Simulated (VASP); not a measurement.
# Pt (Fm-3m) in VASP: further runs

The runs below take Pt through single point, with r2SCAN.

All numbers are computed with VASP 6.6.1; they aren't measurements. Logs are shortened: lines on timing, memory, paths and dates and some standing lists are left out, and cuts for length are marked.

### Step 1. The cell of the first run

It takes space group Fm-3m (No. 225, cubic). The conventional cell has a = 3.938 Å, b = 3.938 Å, c = 3.938 Å, α = 90.00°, β = 90.00°, γ = 90.00°. Within 3.7 Å of Pt (site symmetry m-3m) lie 12 Pt at 2.78 Å.

### Step 2. Single point, r2SCAN

File POSCAR:

```
Pt
1.0
    0.0000000000      1.9690000000      1.9690000000
    1.9690000000      0.0000000000      1.9690000000
    1.9690000000      1.9690000000      0.0000000000
Pt
1
Direct
    0.0000000000      0.0000000000      0.0000000000
```

File INCAR.step1:

```
PREC = Accurate ; ENCUT = 520
ISMEAR = 0 ; SIGMA = 0.1
LREAL = F ; LASPH = T
NELM = 80 ; NBANDS = 11
GGA = PE ; ALGO = Normal
EDIFF = 1E-4 ; LWAVE = T
LCHARG = F
```

File INCAR.step2:

```
PREC = Accurate ; ENCUT = 520
EDIFF = 1E-7 ; ISMEAR = 0
SIGMA = 0.1 ; LREAL = F
LASPH = T ; NELM = 80
ALGO = Normal ; ISIF = 2
LWAVE = F ; LCHARG = F
METAGGA = R2SCAN ; LMIXTAU = T
NBANDS = 11 ; ISTART = 1
```

File KPOINTS:

```
regular mesh
0
Gamma
  12 12 12
```

Potentials or basis: VASP PAW PBE potentials, release 64 (Pt).

Started as:

```sh
$ cat potpaw_PBE.64/Pt/POTCAR > POTCAR
$ cp INCAR.step1 INCAR
$ mpirun -np 1 vasp_std > vasp.out
$ cp INCAR.step2 INCAR
$ mpirun -np 1 vasp_std > vasp.out
```

OUTCAR:

```text
PREC = Accurate
   ENCUT = 520
   EDIFF = 1E-7
   ISMEAR = 0
   LREAL = F
   LASPH = T
   NELM = 80
   ISIF = 2
   METAGGA = R2SCAN
   ISTART = 1

 ion  position               nearest neighbor table
   1  0.000  0.000  0.000-

  LATTYP: Found a face centered cubic cell.
 ALAT       =     3.9380000000

  Lattice vectors:

 A1 = (   0.0000000000,   1.9690000000,   1.9690000000)
 A2 = (   1.9690000000,   0.0000000000,   1.9690000000)
 A3 = (   1.9690000000,   1.9690000000,   0.0000000000)

Analysis of symmetry for initial positions (statically):
=====================================================================
 Subroutine PRICEL returns:
 Original cell was already a primitive cell.

 Routine SETGRP: Setting up the symmetry group for a
 face centered cubic supercell.

 Subroutine GETGRP returns: Found 48 space group operations
 (whereof 48 operations were pure point group operations)
 out of a pool of 48 trial point group operations.

The static configuration has the point symmetry O_h .

Analysis of symmetry for dynamics (positions and initial velocities):
=====================================================================
 Subroutine PRICEL returns:
 Original cell was already a primitive cell.

 Routine SETGRP: Setting up the symmetry group for a
 face centered cubic supercell.

 Subroutine GETGRP returns: Found 48 space group operations
 (whereof 48 operations were pure point group operations)
 out of a pool of 48 trial point group operations.

The dynamic configuration has the point symmetry O_h .

 Subroutine INISYM returns: Found 48 space group operations
 (whereof 48 operations are pure point group operations),
 and found     1 'primitive' translations

----------------------------------------------------------------------------------------

                                     Primitive cell

  volume of cell :      15.2675

  direct lattice vectors                    reciprocal lattice vectors
     0.000000000  1.969000000  1.969000000    -0.253936008  0.253936008  0.253936008
     1.969000000  0.000000000  1.969000000     0.253936008 -0.253936008  0.253936008
     1.969000000  1.969000000  0.000000000     0.253936008  0.253936008 -0.253936008

  length of vectors
     2.784586504  2.784586504  2.784586504     0.439830068  0.439830068  0.439830068

  position of ions in fractional coordinates (direct lattice)
     0.000000000  0.000000000  0.000000000

  ion indices of the primitive-cell ions
   primitive index   ion index
                 1           1

----------------------------------------------------------------------------------------

 KPOINTS: regular mesh

Automatic generation of k-mesh.
 Grid dimensions read from file:
 generate k-points for:   12   12   12

 Generating k-lattice:

  Cartesian coordinates                     Fractional coordinates (reciprocal lattice)
    -0.021161334  0.021161334  0.021161334     0.083333333  0.000000000  0.000000000
     0.021161334 -0.021161334  0.021161334     0.000000000  0.083333333  0.000000000
     0.021161334  0.021161334 -0.021161334     0.000000000  0.000000000  0.083333333

  Length of vectors
     0.036652506  0.036652506  0.036652506

  Shift w.r.t. Gamma in fractional coordinates (k-lattice)
     0.000000000  0.000000000  0.000000000

 Subroutine IBZKPT returns following result:
 ===========================================

 Found     72 irreducible k-points:

 Following reciprocal coordinates:
            Coordinates               Weight
  0.000000  0.000000  0.000000      1.000000
  0.083333  0.000000  0.000000      8.000000
  0.166667  0.000000  0.000000      8.000000
  0.250000  0.000000  0.000000      8.000000
  0.333333  0.000000  0.000000      8.000000
  0.416667  0.000000  0.000000      8.000000
[... 16 lines left out ...]
  0.500000  0.166667  0.000000     24.000000
 -0.416667  0.166667  0.000000     24.000000
 [... further k-points ...]
   k-points           NKPTS =     72   k-points in BZ     NKDIM =     72   number of bands    NBANDS=     11
   number of dos      NEDOS =    301   number of ions     NIONS =      1
   total plane-waves  NPLWV =  13824
   dimension x,y,z NGX =    24 NGY =   24 NGZ =   24
   dimension x,y,z NGXF=    48 NGYF=   48 NGZF=   48
   ions per type =               1
   NGX,Y,Z   is equivalent  to a cutoff of  14.33, 14.33, 14.33 a.u.
   NGXF,Y,Z  is equivalent  to a cutoff of  28.66, 28.66, 28.66 a.u.
 SYSTEM =  unknown system
   PREC   = accura    normal or accurate (medium, high low for compatibility)
   ISTART =      1    job   : 0-new  1-cont  2-samecut
   ICHARG =      0    charge: 1-file 2-atom 10-const
   ISPIN  =      1    spin polarized calculation?
   LNONCOLLINEAR =      F non collinear calculations
   LSORBIT =      F    spin-orbit coupling
   LASPH  =      T    aspherical Exc in radial PAW
   ENCUT  =  520.0 eV  38.22 Ry    6.18 a.u.   5.18  5.18  5.18*2*pi/ulx,y,z
   NELM   =     80;   NELMIN=  2; NELMDL=  0     # of ELM steps
   EDIFF  = 0.1E-06   stopping-criterion for ELM
   LREAL  =      F    real-space projection
   EDIFFG = 0.1E-05   stopping-criterion for IOM
   NSW    =      0    number of steps for IOM
   IBRION =     -1    ionic relax: 0-MD 1-quasi-New 2-CG
   NFREE  =      0    steps in history (QN), initial steepest desc. (CG)
   ISIF   =      2    stress and relaxation
   ISYM   =      2    0-nonsym 1-usesym 2-fastsym
   POTIM  = 0.5000    time-step for ionic-motion
   TEBEG  =    0.0;   TEEND  =   0.0 temperature during run
   PSTRESS=    0.0 pullay stress
   NELECT =      10.0000    total number of electrons
   NUPDOWN=      -1.0000    fix difference up-down
   EMIN   =  10.00;   EMAX   =-10.00  energy-range for DOS
   EFERMI =   0.00;   METHOD = LEGACY
   ISMEAR =     0;   SIGMA  =   0.10  broadening in eV -4-tet -1-fermi 0-gaus
   EFERMI_NEDOS =   21; number of points for ismear=-14 and -15
   IALGO  =     38    algorithm
   IMIX   =      4    mixing-type and parameters
     AMIX     =   0.40;   BMIX     =  1.00
     AMIX_MAG =   1.60;   BMIX_MAG =  1.00
  volume/ion in A,a.u.               =      15.27       103.03
  Fermi-wavevector in a.u.,A,eV,Ry     =   1.421737  2.686692 27.501928  2.021335
  Thomas-Fermi vector in A             =   2.542515
   LORBIT       =      0    0 simple, 1 ext, 2 COOP (PROOUT), +10 PAW based schemes
   METAGGA = R2SCAN    functional components
   LHFCALC =     F    Hartree Fock is set to
   AEXX    =    0.0000 exact exchange contribution
   IVDW    =     0    specifies the selected vdW correction
   LEPSILON=     F    determine dielectric tensor
   LRPA    =     F    only Hartree local field effects (RPA)
 non-spin polarized calculation
 Gauss-broadening in eV      SIGMA  =   0.10
  energy-cutoff  :      520.00
  volume of cell :       15.27
 maximum number of plane-waves:       424
 NGX is ok and might be reduce to    24
   NGX = 11   NGY = 11   NGZ = 11

 number of electron      10.0000000 magnetization

 Free energy of the ion-electron system (eV)
  ---------------------------------------------------
  ext. energy  EPLUGINS =         0.00000000
  ---------------------------------------------------
  free energy    TOTEN  =       -51.50889604 eV

  energy without entropy =      -51.49895027  energy(sigma->0) =      -51.50392316

 E-fermi :  10.8020     XC(G=0): -14.5439

 val. band max:       10.7944266743   @ k =   0.4167   0.2500   0.0000
 cond. band min:      10.8044863405   @ k =  -0.4167   0.3333   0.0833
 fundamental gap:      0.0100596662
 Fermi energy:        10.8020444508

 k-point     1 :       0.0000    0.0000    0.0000
  band No.  band energies     occupation
      1       0.4294      2.00000
      2       6.9506      2.00000
      3       6.9506      2.00000
      4       6.9506      2.00000
      5       9.0728      2.00000
      6       9.0728      2.00000
      7      26.2960      0.00000
      8      31.3946      0.00000
      9      31.3946      0.00000
     10      31.3946      0.00000
     11      37.2162      0.00000

 k-point     2 :       0.0833    0.0000    0.0000
  band No.  band energies     occupation
      1       0.7153      2.00000
      2       6.8289      2.00000
      3       7.0607      2.00000
      4       7.0607      2.00000
      5       9.0158      2.00000
      6       9.0158      2.00000
      7      26.7239      0.00000
      8      30.0553      0.00000
      9      31.8231      0.00000
     10      31.8231      0.00000
     11      38.5157      0.00000

 k-point     3 :       0.1667    0.0000    0.0000
  band No.  band energies     occupation
      1       1.5067      2.00000
      2       6.5889      2.00000
      3       7.2811      2.00000
      4       7.2811      2.00000
      5       8.9765      2.00000
      6       8.9765      2.00000
      7      27.5088      0.00000
      8      27.7939      0.00000
      9      33.0084      0.00000
     10      33.0084      0.00000
     11      36.8058      0.00000

 k-point     4 :       0.2500    0.0000    0.0000
  band No.  band energies     occupation
      1       2.5248      2.00000
      2       6.6210      2.00000
      3       7.3148      2.00000
      4       7.3148      2.00000
      5       9.2811      2.00000
      6       9.2811      2.00000
      7      24.7878      0.00000
      8      28.0352      0.00000
      9      34.3684      0.00000
     10      34.3684      0.00000
     11      35.4448      0.00000
[... 239 lines left out ...]
 k-point    22 :       0.4167    0.1667    0.0000
  band No.  band energies     occupation
      1       4.0530      2.00000
      2       6.2956      2.00000
      3       6.8192      2.00000
      4       7.8407      2.00000
      5      10.7409      1.61304
      6      11.3853      0.00000
      7      20.6758      0.00000
      8      27.6410      0.00000
      9      28.8788      0.00000
     10      30.7689      0.00000
     11      38.6451      0.00000

 k-point    23 :       0.5000    0.1667    0.0000
  band No.  band energies     occupation
      1       4.1225      2.00000
      2       6.2800      2.00000
      3       7.6006      2.00000
      4       7.6418      2.00000
      5      10.8780      0.28272
      6      13.4110      0.00000
      7      17.5489      0.00000
      8      26.8211      0.00000
      9      28.9770      0.00000
     10      29.4133      0.00000
     11      39.2757      0.00000

 k-point    24 :      -0.4167    0.1667    0.0000
  band No.  band energies     occupation
      1       4.1797      2.00000
      2       6.2922      2.00000
      3       7.5479      2.00000
      4       7.9279      2.00000
      5      10.4820      1.99999
      6      14.0004      0.00000
      7      17.0742      0.00000
      8      26.3458      0.00000
      9      28.5613      0.00000
     10      30.1358      0.00000
     11      38.8130      0.00000

 [... further k-points ...]
[... 5 lines left out ...]
  --------------------------------------------------------------------------------------
  -------------------------------------------------------------------------------------
  Total        0.1237852      0.1237852      0.1237852      0.0000000      0.0000000      0.0000000
  in kB       12.9900878     12.9900878     12.9900878      0.0000000      0.0000000      0.0000000
  external PRESSURE =      12.9900878 kB  Pullay stress =       0.0000000 kB

 VOLUME and BASIS-vectors are now :
 -----------------------------------------------------------------------------
  energy-cutoff  :      520.00
  volume of cell :       15.27
      direct lattice vectors                 reciprocal lattice vectors
     0.000000000  1.969000000  1.969000000    -0.253936008  0.253936008  0.253936008
     1.969000000  0.000000000  1.969000000     0.253936008 -0.253936008  0.253936008
     1.969000000  1.969000000  0.000000000     0.253936008  0.253936008 -0.253936008

 POSITION                                       TOTAL-FORCE (eV/Angst)
 -----------------------------------------------------------------------------------
      0.00000      0.00000      0.00000         0.000000      0.000000      0.000000
 -----------------------------------------------------------------------------------
    total drift:                                0.000000     -0.000000     -0.000000

  FREE ENERGIE OF THE ION-ELECTRON SYSTEM (eV)
  ---------------------------------------------------
  free  energy   TOTEN  =       -51.5088960388 eV

  energy  without entropy=      -51.4989502731  energy(sigma->0) =      -51.50392316
```

Run time: 2.1 min. Hardware: 1 thread of AMD EPYC 7R13, shared host; peak memory 0.12 GiB.

What came out:

```
Free energy            : -51.5089 eV
Pressure               : 1.3 GPa
Band gap on the k mesh : zero (band 5 reaches 11.31 eV, above the bottom of band 6 at 8.98 eV)
```

Caveat: the PAW data sets were made with another functional, which shifts forces and pressure a little; spin-orbit coupling is left out, which moves the levels of the heavy elements.

### Step 3. Single point, r2SCAN

POSCAR is that of step 2.

File INCAR.step1:

```
SYSTEM = Pt
  PREC = Accurate
  ENCUT = 520
  ISMEAR = 0
  SIGMA = 0.1
  LREAL = .False.
  LASPH = .True.
  NELM = 100
  NBANDS = 11
  GGA = PE
  ALGO = Normal
  EDIFF = 1E-4
  LWAVE = .True.
  LCHARG = .False.
```

File INCAR.step2:

```
SYSTEM = Pt
  PREC = Accurate
  ENCUT = 520
  EDIFF = 1E-6
  ISMEAR = 0
  SIGMA = 0.1
  LREAL = .False.
  LASPH = .True.
  NELM = 100
  ALGO = Normal
  ISIF = 2
  LWAVE = .False.
  LCHARG = .False.
  METAGGA = R2SCAN
  LMIXTAU = .True.
  NBANDS = 11
  ISTART = 1
```

File KPOINTS:

```
regular mesh
0
Gamma
  12 12 12
  0 0 0
```

Potentials or basis: VASP PAW PBE potentials, release 64 (Pt).

Started as:

```sh
$ cat potpaw_PBE.64/Pt/POTCAR > POTCAR
$ cp INCAR.step1 INCAR
$ mpirun -np 1 vasp_std > vasp.out
$ cp INCAR.step2 INCAR
$ mpirun -np 1 vasp_std > vasp.out
```

Run time: 1.9 min. Hardware: 1 thread of AMD EPYC 7R13, shared host; peak memory 0.12 GiB.

It converged, with:

```yaml
Free_energy: -51.5089 eV
Pressure: 1.3 GPa
Band_gap_on_the_k_mesh: zero (band 5 reaches 11.31 eV, above the bottom of band 6 at 8.98 eV)
```

Levels at points of the mesh, in eV from the Fermi level:
```csv
k point,band 1,band 2,band 3,band 4,band 5,band 6,band 7,band 8,band 9,band 10
"(0.00, 0.00, 0.00)",-10.37,-3.85,-3.85,-3.85,-1.73,-1.73,15.49,20.59,20.59,20.59
"(0.50, 0.00, 0.00)",-7.46,-3.95,-3.95,-0.27,0.01,0.01,6.05,15.13,19.85,19.85
"(0.50, 0.50, 0.00)",-7.18,-6.75,-0.07,0.50,0.50,1.95,9.19,11.96,11.96,21.11
```

Caveat: the PAW data sets were made with another functional, which shifts forces and pressure a little; spin-orbit coupling is left out, which moves the levels of the heavy elements.

### Step 4. Single point, r2SCAN

POSCAR is that of step 3.

File INCAR.step1:

```
PREC = Accurate ; ENCUT = 520
ISMEAR = -1 ; SIGMA = 0.01
LREAL = F ; LASPH = T
NELM = 80 ; NBANDS = 11
GGA = PE ; ALGO = Normal
EDIFF = 1E-4 ; LWAVE = T
LCHARG = F
```

File INCAR.step2:

```
PREC = Accurate ; ENCUT = 520
EDIFF = 1E-7 ; ISMEAR = -1
SIGMA = 0.01 ; LREAL = F
LASPH = T ; NELM = 80
ALGO = Normal ; ISIF = 2
LWAVE = F ; LCHARG = F
METAGGA = R2SCAN ; LMIXTAU = T
NBANDS = 11 ; ISTART = 1
```

File KPOINTS:

```
regular mesh
0
Gamma
  12 12 12
```

Potentials or basis: VASP PAW PBE potentials, release 64 (Pt).

Started as:

```sh
$ cat potpaw_PBE.64/Pt/POTCAR > POTCAR
$ cp INCAR.step1 INCAR
$ mpirun -np 1 vasp_std > vasp.out
$ cp INCAR.step2 INCAR
$ mpirun -np 1 vasp_std > vasp.out
```

OUTCAR:

```text
PREC = Accurate
   ENCUT = 520
   EDIFF = 1E-7
   ISMEAR = -1
   LREAL = F
   LASPH = T
   NELM = 80
   ISIF = 2
   METAGGA = R2SCAN
   ISTART = 1

 ion  position               nearest neighbor table
   1  0.000  0.000  0.000-

  LATTYP: Found a face centered cubic cell.
 ALAT       =     3.9380000000

  Lattice vectors:

 A1 = (   0.0000000000,   1.9690000000,   1.9690000000)
 A2 = (   1.9690000000,   0.0000000000,   1.9690000000)
 A3 = (   1.9690000000,   1.9690000000,   0.0000000000)

Analysis of symmetry for initial positions (statically):
=====================================================================
 Subroutine PRICEL returns:
 Original cell was already a primitive cell.

 Routine SETGRP: Setting up the symmetry group for a
 face centered cubic supercell.

 Subroutine GETGRP returns: Found 48 space group operations
 (whereof 48 operations were pure point group operations)
 out of a pool of 48 trial point group operations.

The static configuration has the point symmetry O_h .

Analysis of symmetry for dynamics (positions and initial velocities):
[... 160 lines left out ...]
 cond. band min:      10.8154313101   @ k =  -0.2500   0.4167   0.1667
 fundamental gap:      0.0101572560
 Fermi energy:        10.8093358702

 k-point     1 :       0.0000    0.0000    0.0000
  band No.  band energies     occupation
      1       0.4297      2.00000
      2       6.9513      2.00000
      3       6.9513      2.00000
      4       6.9513      2.00000
      5       9.0725      2.00000
      6       9.0725      2.00000
      7      26.2940      0.00000
      8      31.3954      0.00000
      9      31.3954      0.00000
     10      31.3954      0.00000
     11      37.2180      0.00000
[... 309 lines left out ...]
 k-point    24 :      -0.4167    0.1667    0.0000
  band No.  band energies     occupation
      1       4.1798      2.00000
      2       6.2926      2.00000
      3       7.5481      2.00000
      4       7.9284      2.00000
      5      10.4826      2.00000
      6      14.0010      0.00000
      7      17.0746      0.00000
      8      26.3462      0.00000
      9      28.5612      0.00000
     10      30.1359      0.00000
     11      38.8132      0.00000

 [... further k-points ...]
[... 5 lines left out ...]
  --------------------------------------------------------------------------------------
  -------------------------------------------------------------------------------------
  Total        0.1223754      0.1223754      0.1223754      0.0000000      0.0000000      0.0000000
  in kB       12.8421399     12.8421399     12.8421399      0.0000000      0.0000000      0.0000000
  external PRESSURE =      12.8421399 kB  Pullay stress =       0.0000000 kB

 VOLUME and BASIS-vectors are now :
 -----------------------------------------------------------------------------
  energy-cutoff  :      520.00
  volume of cell :       15.27
      direct lattice vectors                 reciprocal lattice vectors
     0.000000000  1.969000000  1.969000000    -0.253936008  0.253936008  0.253936008
     1.969000000  0.000000000  1.969000000     0.253936008 -0.253936008  0.253936008
     1.969000000  1.969000000  0.000000000     0.253936008  0.253936008 -0.253936008

 POSITION                                       TOTAL-FORCE (eV/Angst)
 -----------------------------------------------------------------------------------
      0.00000      0.00000      0.00000         0.000000      0.000000      0.000000
 -----------------------------------------------------------------------------------
    total drift:                               -0.000000      0.000000     -0.000000

  FREE ENERGIE OF THE ION-ELECTRON SYSTEM (eV)
  ---------------------------------------------------
  free  energy   TOTEN  =       -51.5030914633 eV

  energy  without entropy=      -51.5017904015  energy(sigma->0) =      -51.50244093
```

OUTCAR.step1:

```text
PREC = Accurate
   ENCUT = 520
   ISMEAR = -1
   LREAL = F
   LASPH = T
   NELM = 80
[... 550 lines left out ...]

 POSITION                                       TOTAL-FORCE (eV/Angst)
 -----------------------------------------------------------------------------------
      0.00000      0.00000      0.00000         0.000000      0.000000      0.000000
 -----------------------------------------------------------------------------------
    total drift:                               -0.000000      0.000000     -0.000000

  FREE ENERGIE OF THE ION-ELECTRON SYSTEM (eV)
  ---------------------------------------------------
  free  energy   TOTEN  =        -6.0929561902 eV

  energy  without entropy=       -6.0913938497  energy(sigma->0) =       -6.09217502
```

It took 2.1 min on 1 thread of AMD EPYC 7R13, shared host; peak memory 0.12 GiB.

What came out:

| Property | Result |
| --- | --- |
| Free energy | -51.5031 eV |
| Pressure | 1.3 GPa |
| Band gap on the k mesh | zero (band 5 reaches 11.31 eV, above the bottom of band 6 at 8.98 eV) |

Caveat: the PAW data sets were made with another functional, which shifts forces and pressure a little; spin-orbit coupling is left out, which moves the levels of the heavy elements.
